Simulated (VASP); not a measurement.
AlCo: single point with PBE

The system is AlCo.

```
Al Co
1.0
     2.80048    0.00000    0.00000
     0.00000    2.80048    0.00000
     0.00000    0.00000    2.80048
Al Co
1 1
Direct
  0.00000 0.00000 0.00000
  0.50000 0.50000 0.50000
```

| Item | Value |
| --- | --- |
| Program | VASP 6.6.1 |
| Task | single point |
| Functional | PBE |
| Potentials or basis | VASP PAW PBE potentials, release 64 (Al, Co) |
| Cutoff | 520 eV |
| k mesh | 10 × 10 × 10 |
| Occupations | fermi-dirac, width 0.1 eV |
| Spin | collinear spin, ferromagnetic start |
| Starting moments | [0.0, 2.5] μB |
| Dipole correction | no |
| Further INCAR settings | ALGO = Normal; EDIFF = 1e-06; NBANDS = 17 |

| Item | Value |
| --- | --- |
| Pressure | 11.1 GPa |
| Band gap on the k mesh | zero (filled and empty bands overlap) |
| Net moment | 0.00 μB per cell |
| Valence electrons inside the program's atomic spheres | Al 0.85; Co 8.55 |

Levels at points of the mesh, in eV from the Fermi level:
Spin up:
| k point | band 3 | band 4 | band 5 | band 6 | band 7 | band 8 | band 9 | band 10 |
| --- | --- | --- | --- | --- | --- | --- | --- | --- |
| (0.00, 0.00, 0.00) | -3.16 | -0.87 | -0.87 | -0.87 | 6.28 | 6.28 | 6.28 | 9.00 |
| (0.50, 0.00, 0.00) | -2.53 | -1.80 | -1.80 | -0.75 | 0.25 | 8.51 | 10.95 | 10.95 |
| (0.50, 0.50, 0.00) | -2.75 | -2.75 | -1.59 | -1.59 | -0.22 | 2.63 | 3.81 | 13.41 |
| (0.50, 0.50, 0.50) | -4.15 | -0.18 | -0.18 | 2.43 | 2.43 | 2.43 | 4.65 | 5.65 |
Spin down:
```
           k point  band 2  band 3  band 4  band 5  band 6  band 7  band 8  band 9  band 10  band 11
(0.00, 0.00, 0.00)   -3.16   -3.16   -0.87   -0.87   -0.87    6.28    6.28    6.28     9.00     9.00
(0.50, 0.00, 0.00)   -6.85   -2.52   -1.80   -1.80   -0.75    0.25    8.51   10.95    10.95    12.26
(0.50, 0.50, 0.00)   -3.23   -2.75   -2.75   -1.59   -1.59   -0.21    2.63    3.81    13.41    16.35
(0.50, 0.50, 0.50)   -4.15   -4.15   -0.17   -0.17    2.43    2.43    2.43    4.65     5.65     5.65
```

Wall time 13 s on 1 thread of Intel(R) Xeon(R) 6975P-C (Granite Rapids) (shared host), peak memory 0.17 GiB.

Caveat: the starting moments collapsed, and a magnetic state may lie lower.
